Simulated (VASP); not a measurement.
Here is a VASP 6.6.1 calculation.

File INCAR:

```
SYSTEM = AlGaN2
PREC = Accurate
ENCUT = 520
EDIFF = 1E-6
ISMEAR = 0
SIGMA = 0.02
LREAL = .False.
LASPH = .True.
NELM = 80
ALGO = Normal
ISIF = 2
LWAVE = .False.
LCHARG = .False.
GGA = CA
NBANDS = 21
```

File KPOINTS:

```
regular mesh
0
Gamma
  8 8 6
  0 0 0
```

Contents of POSCAR:

```
AlGaN2
1.0
    2.9906750084      0.0000000000      0.0000000000
    0.0000000000      2.9906750084      0.0000000000
    0.0000000000      0.0000000000      4.5676327194
Al Ga N
1 1 2
Direct
    0.5000000000      0.5000000000      0.5000000000
    0.0000000000      0.0000000000      0.0000000000
    0.5000000000      0.0000000000      0.7410137722
    0.0000000000      0.5000000000      0.2589862278
```

Potentials or basis: VASP PAW LDA potentials, release 64 (Al, Ga_d, N).

Run with:

```sh
$ cat potpaw_LDA.64/Al/POTCAR potpaw_LDA.64/Ga_d/POTCAR potpaw_LDA.64/N/POTCAR > POTCAR
$ mpirun -np 1 vasp_std > vasp.out
```

**Question.** Estimate the largest force.

**Answer.** 0.033 eV/Å.

**Question.** What does it give for the pressure?

**Answer.** 9.8 GPa.

Stress tensor (GPa, compression positive):
```
14.07  0.00  0.00
 0.00 14.07  0.00
 0.00  0.00  1.15
```

Caveat: the cell differs from its parent crystal (biaxial strain in the a-b plane: -4.0 %, then relaxed in part).
